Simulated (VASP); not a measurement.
Input of a VASP 6.6.1 run:

The input POSCAR:

```
CeHO2
1.0
    2.6757270000      4.2961060000      0.0000000000
    2.6757270000     -4.2961060000      0.0000000000
    0.0000000000      0.0000000000     -4.4175180000
H O Ce
2 4 2
Direct
    0.0000000000      0.0000000000      0.0000000000
    0.0000000000      0.0000000000      0.5000000000
    0.3330000000      0.1670000000      0.7500000000
    0.6670000000      0.8330000000      0.2500000000
    0.1670000000      0.3330000000      0.2500000000
    0.8330000000      0.6670000000      0.7500000000
    0.3440000000      0.6560000000      0.7500000000
    0.6560000000      0.3440000000      0.2500000000
```

File INCAR.step1:

```
SYSTEM = CeHO2
  PREC = Accurate
  ENCUT = 800
  ISMEAR = 0
  SIGMA = 0.2682
  LREAL = .FALSE.
  LASPH = .TRUE.
  NELM = 200
  NELECT = 52.0
  NBANDS = 35
  GGA = PE
  ALGO = Normal
  EDIFF = 1E-5
  LWAVE = .TRUE.
  LCHARG = .FALSE.
  GGA_COMPAT = .FALSE.
  LMAXMIX = 6
```

The input INCAR.step2:

```
SYSTEM = CeHO2
  PREC = Accurate
  ENCUT = 800
  EDIFF = 1E-6
  ISMEAR = 0
  SIGMA = 0.2682
  LREAL = .FALSE.
  LASPH = .TRUE.
  NELM = 200
  ALGO = Normal
  ISIF = 2
  LWAVE = .FALSE.
  LCHARG = .FALSE.
  METAGGA = R2SCAN
  LMIXTAU = .TRUE.
  NELECT = 52.0
  NBANDS = 35
  ISTART = 1
  GGA_COMPAT = .FALSE.
  LMAXMIX = 6
```

File KPOINTS:

```
Automatic mesh
0
G
  4 4 5
  0 0 0
```

Potentials or basis: VASP PAW PBE potentials, release 64 (H, O, Ce).

Command:

```bash
$ cat potpaw_PBE.64/H/POTCAR potpaw_PBE.64/O/POTCAR potpaw_PBE.64/Ce/POTCAR > POTCAR
$ cp INCAR.step1 INCAR
$ mpirun -np 1 vasp_std > vasp.out
$ cp INCAR.step2 INCAR
$ mpirun -np 1 vasp_std > vasp.out
```

(1) Predict the largest force.

Answers

(1) 1.589 eV/Å.

Caveat: the cell carries a net charge on a neutralising background, which shifts energy and pressure; so wide a smearing shifts energies and pressures; the PAW data sets were made with another functional, which shifts forces and pressure a little; the run has no spin polarisation, though such a crystal can be magnetic.
